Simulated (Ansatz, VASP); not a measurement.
One calculation of GeSb2O, two programs

INCAR

```
PREC = Accurate ; ENCUT = 520
EDIFF = 1E-6 ; ISMEAR = 0
SIGMA = 0.1 ; LREAL = False
LASPH = True ; NELM = 60
ALGO = Normal ; ISIF = 2
LWAVE = False ; LCHARG = False
GGA = PE ; NBANDS = 23
```

The input KPOINTS:

```
Automatic mesh
0
Gamma
  4 4 4
```

The input POSCAR:

```
GeSb2O
1.0
    2.8863792400     -3.1608551400      0.0000000000
    2.8863792400      3.1608551400      0.0000000000
    0.0000000000      0.0000000000      4.6336899800
Ge Sb O
1 2 1
Direct
    0.5000000000      0.5000000000      0.0000000000
    0.2491795400      0.7508204600      0.5000000000
    0.7508204600      0.2491795400      0.5000000000
    0.0000000000      0.0000000000      0.5000000000
```

Input for Ansatz:

```yaml
crystal:
  lattice:
    - [2.88637924, -3.16085514, 0.0]
    - [2.88637924, 3.16085514, 0.0]
    - [0.0, 0.0, 4.63368998]
  atoms:
    - { symbol: Ge, position: [0.5, 0.5, 0.0] }
    - { symbol: Sb, position: [0.24917954, 0.75082046, 0.5] }
    - { symbol: Sb, position: [0.75082046, 0.24917954, 0.5] }
    - { symbol: O, position: [0.0, 0.0, 0.5] }
basis:
  ecutwfc: 420
kpoints:
  mp_grid: { grid: [4, 4, 4] }
hamiltonian:
  xc: pbe
scf:
  occupations: { method: gaussian, width: 0.1 }
  lower_state_search: "off"
output:
  forces: true
  stress: true
  eigenvalues: true
```

Alike in both runs: task single point; functional PBE; k mesh 4 × 4 × 4; occupations gaussian, width 0.1 eV; no spin polarisation.

|  | VASP | Ansatz |
| --- | --- | --- |
| version | VASP 6.6.1 | Ansatz 0.2.0 |
| potentials or method | VASP PAW PBE potentials, release 64 (Ge_d, Sb, O), cutoff 520 eV | scalar-relativistic, plane waves, PAW |
| valence electrons in the cell | 30 | 50 |

|  | VASP | Ansatz | Ansatz less VASP |
| --- | --- | --- | --- |
| gap on the k mesh at the Fermi level (eV) | none | none | - |
| rms of the force components (eV/Å) | 9.600 | 8.871 | -0.7284 |

Atom by atom the forces differ by 0.728 eV/Å (rms over components). A gap of «none» marks a metal or a gap that the smearing closes. VASP's potentials hold 30 valence electrons a cell and Ansatz's 50, so a difference there can come from the potentials and not from the codes.

The k mesh is coarse, so the values compare programs but aren't converged. Spin-orbit coupling is off throughout.
